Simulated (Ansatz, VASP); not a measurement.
**One calculation of CrInF3, two programs**

Contents of INCAR:

```
PREC = Accurate
ENCUT = 520
EDIFF = 1E-6
ISMEAR = 0
SIGMA = 0.1
LREAL = F
LASPH = T
NELM = 150
ALGO = Normal
ISIF = 2
LWAVE = F
LCHARG = T
ISPIN = 2
MAGMOM = 3 0 0 0 0
LORBIT = 11
LMAXMIX = 4
GGA = PE
LELF = T
LVHAR = T
NBANDS = 35
```

File KPOINTS:

```
regular mesh
0
Gamma
  4 4 4
```

File POSCAR:

```
CrInF3
1.0
    3.9732666400      0.0000000000      0.0000000000
    0.0000000000      3.9732666400      0.0000000000
    0.0000000000      0.0000000000      3.9732666400
Cr In F
1 1 3
Direct
    0.0000000000      0.0000000000      0.0000000000
    0.5000000000      0.5000000000      0.5000000000
    0.5000000000      0.0000000000      0.0000000000
    0.0000000000      0.0000000000      0.5000000000
    0.0000000000      0.5000000000      0.0000000000
```

Input for Ansatz:

```yaml
crystal:
  lattice:
    - [3.97326664, 0.0, 0.0]
    - [0.0, 3.97326664, 0.0]
    - [0.0, 0.0, 3.97326664]
  atoms:
    - { symbol: Cr, position: [0.0, 0.0, 0.0], spin: 3.0 }
    - { symbol: In, position: [0.5, 0.5, 0.5] }
    - { symbol: F, position: [0.5, 0.0, 0.0] }
    - { symbol: F, position: [0.0, 0.0, 0.5] }
    - { symbol: F, position: [0.0, 0.5, 0.0] }
basis:
  ecutwfc: 420
kpoints:
  mp_grid: { grid: [4, 4, 4] }
hamiltonian:
  xc: pbe
scf:
  occupations: { method: gaussian, width: 0.1 }
  lower_state_search: "off"
output:
  forces: true
  stress: true
  eigenvalues: true
  populations: true
magnetization:
  spin_polarized: true
```

Change from the starting cell: species swapped into the KMnF3 type (Pm-3m, No. 221).

Alike in both runs: task single point; functional PBE; k mesh 4 × 4 × 4; occupations gaussian, width 0.1 eV; collinear spin.

|  | VASP | Ansatz |
| --- | --- | --- |
| version | VASP 6.6.1 | Ansatz 0.2.0 |
| potentials or method | VASP PAW PBE potentials, release 64 (Cr_pv, In_d, F), cutoff 520 eV | scalar-relativistic, plane waves, PAW |
| valence electrons in the cell | 46 | 48 |

VASP gave:

| Property | Result |
| --- | --- |
| gap on the k mesh at the Fermi level (eV) | none |
| pressure (GPa) | 21.4 |
| net moment per atom (μB) | 0.78 |
| size of the moment on the site where the two differ most (μB) | 3.60 |

**Question.** What did Ansatz give for the same quantities?

**Answer.** gap on the k mesh at the Fermi level (eV): none; pressure (GPa): 21.2; net moment per atom (μB): 0.78; size of the moment on the site where the two differ most (μB): 3.03.

Site moments also hang on the region over which each program counts them. A gap of «none» marks a metal or a gap that the smearing closes. VASP's potentials hold 46 valence electrons a cell and Ansatz's 48, so a difference there can come from the potentials and not from the codes.

The k mesh is coarse, so the values compare programs but aren't converged.
